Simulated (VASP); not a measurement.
A run of VASP 6.6.1:

INCAR

```
PREC = Accurate
ENCUT = 520
EDIFF = 1E-6
ISMEAR = 0
SIGMA = 0.05
LREAL = False
LASPH = True
NELM = 150
ALGO = Normal
ISIF = 2
LWAVE = False
LCHARG = True
ISPIN = 2
MAGMOM = 0.62 0.62 0.78 -0.04 -0.02 -0.02
LORBIT = 11
NUPDOWN = 4.5
LMAXMIX = 4
LDAU = True
LDAUTYPE = 1
LDAUL = 2 -1
LDAUU = 6 0
LDAUJ = 0.5 0
LDAUPRINT = 1
GGA = PS
LELF = True
LVHAR = True
NBANDS = 37
```

KPOINTS

```
Automatic mesh
0
Gamma
  4 4 6
```

The input POSCAR:

```
TaN
1.0
    5.1960001500      0.0000000000      0.0000000000
   -2.5980000800      4.4998681300      0.0000000000
    0.0000000000      0.0000000000      2.9109996000
Ta N
3 3
Direct
    0.3333333333      0.6666666667      0.5000000000
    0.6666666667      0.3333333333      0.5000000000
    0.0000000000      0.0000000000      0.0000000000
    0.3928500000      0.0000000000      0.0000000000
    0.6071500000      0.6071500000      0.0000000000
    0.0000000000      0.3928500000      0.0000000000
```

Potentials or basis: VASP PAW PBE potentials, release 64 (Ta_pv, N).

Launch:

```sh
$ cat potpaw_PBE.64/Ta_pv/POTCAR potpaw_PBE.64/N/POTCAR > POTCAR
$ mpirun -np 1 vasp_std > vasp.out
```

Hardware: 1 thread of Intel(R) Xeon(R) Platinum 8375C CPU @ 2.90GHz (Ice Lake), with other jobs on the host.

Task: How long does it take, and how much memory?

Result: It took 120 s on 1 thread of Intel(R) Xeon(R) Platinum 8375C CPU @ 2.90GHz (Ice Lake), with other jobs on the host, peak memory 0.28 GiB. Counts: scf iterations 15, k points 28.
